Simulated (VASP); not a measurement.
Here is a VASP 6.6.1 calculation.

File INCAR:

```
PREC = Accurate ; ENCUT = 600
EDIFF = 1E-6 ; ISMEAR = 0
SIGMA = 0.1 ; LREAL = False
LASPH = True ; NELM = 60
ALGO = Normal ; ISIF = 3
LWAVE = False ; LCHARG = False
GGA = PE ; IBRION = 2
NSW = 90 ; EDIFFG = -0.04
```

The input KPOINTS:

```
regular mesh
0
Gamma
  6 6 4
```

POSCAR

```
BiO4
1.0
    4.4072514200      0.0000000000      0.0000000000
   -2.2036257100      3.8167916900      0.0000000000
    0.0000000000      0.0000000000      4.3704423500
Bi O
1 4
Direct
    0.0000000000      0.0000000000      0.9585125400
    0.5000000000      0.0000000000      0.7618788400
    0.0000000000      0.5000000000      0.7618788400
    0.5000000000      0.5000000000      0.7618788400
    0.0000000000      0.0000000000      0.3672921200
```

Potentials or basis: VASP PAW PBE potentials, release 64 (Bi_d, O).

Launch:

```sh
$ cat potpaw_PBE.64/Bi_d/POTCAR potpaw_PBE.64/O/POTCAR > POTCAR
$ mpirun -np 1 vasp_std > vasp.out
```

Task: What does it give for the relaxed volume?

Result: 14.91 Å³/atom.

Task: Estimate the relaxed cell.

Result: a = 4.526 Å, b = 4.526 Å, c = 4.201 Å, α = 90.00°, β = 90.00°, γ = 120.00°.

Forces on the atoms (eV/Å):
```
Bi   0.000  0.000 -0.004
O    0.000  0.000  0.009
O    0.000  0.000  0.009
O    0.000  0.000  0.009
O    0.000  0.000 -0.023
```

Caveat: an odd number of electrons without spin polarisation forces a metal; a magnetic or distorted state may lie lower.
